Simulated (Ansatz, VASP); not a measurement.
**One calculation of BeTe, two programs**

The input INCAR:

```
SYSTEM = BeTe
ALGO     = Normal         ! electronic algorithm
EDIFF    = 1E-8           ! SCF threshold, eV
ENCUT    = 520            ! plane-wave cutoff, eV
GGA      = PE             ! functional
ISIF     = 2              ! what is computed and relaxed
ISMEAR   = -1             ! smearing method
LASPH    = .TRUE.         ! aspherical terms in the spheres
LCHARG   = .FALSE.        ! write CHGCAR
LEFG     = .TRUE.       
LREAL    = .FALSE.        ! projectors in reciprocal space
LWAVE    = .FALSE.        ! write WAVECAR
NBANDS   = 11             ! bands
NELM     = 80             ! most SCF steps
PREC     = Accurate       ! precision mode
SIGMA    = 0.05           ! smearing width, eV
```

Contents of KPOINTS:

```
k-points
0
G
  13 13 13
  0 0 0
```

Contents of POSCAR:

```
BeTe
1.0
    0.0000000000      2.6978085117      2.6978085117
    2.6978085117      0.0000000000      2.6978085117
    2.6978085117      2.6978085117      0.0000000000
Be Te
1 1
Direct
    0.0000000000      0.0000000000      0.0000000000
    0.5000000000      0.5000000000      0.5000000000
```

Input for Ansatz:

```yaml
crystal:
  lattice:
    - [0.0, 2.6978085117, 2.6978085117]
    - [2.6978085117, 0.0, 2.6978085117]
    - [2.6978085117, 2.6978085117, 0.0]
  atoms:
    - { symbol: Be, position: [0.0, 0.0, 0.0] }
    - { symbol: Te, position: [0.5, 0.5, 0.5] }
kpoints:
  mp_grid: { grid: [13, 13, 13] }
scf:
  occupations: { method: fermi_dirac, width: 0.05 }
hamiltonian:
  xc: pbe
  pseudopotentials: { kind: paw }
output:
  forces: true
  stress: true
  eigenvalues: true
  efg: { contact_densities: true }
```

Change from the starting cell: volume scaled by 1.02, PAW files.

Alike in both runs: task electric field gradients; functional PBE; k mesh 13 × 13 × 13; occupations fermi-dirac, width 0.05 eV; no spin polarisation.

|  | VASP | Ansatz |
| --- | --- | --- |
| version | VASP 6.6.1 | Ansatz 0.2.0 |
| potentials or method | VASP PAW PBE potentials, release 64 (Be, Te) | PAW with Ansatz's default frozen-core files, scalar-relativistic |
| plane-wave cutoff (eV) | 520 | 420 |
| valence electrons in the cell | 8 | 18 |

```csv
,VASP,Ansatz,Ansatz less VASP
pressure (GPa),-1.2,-1.3,-0.06
```

VASP's potentials hold 8 valence electrons a cell and Ansatz's 18, so a difference there can come from the potentials and not from the codes.

Spin-orbit coupling is off throughout.
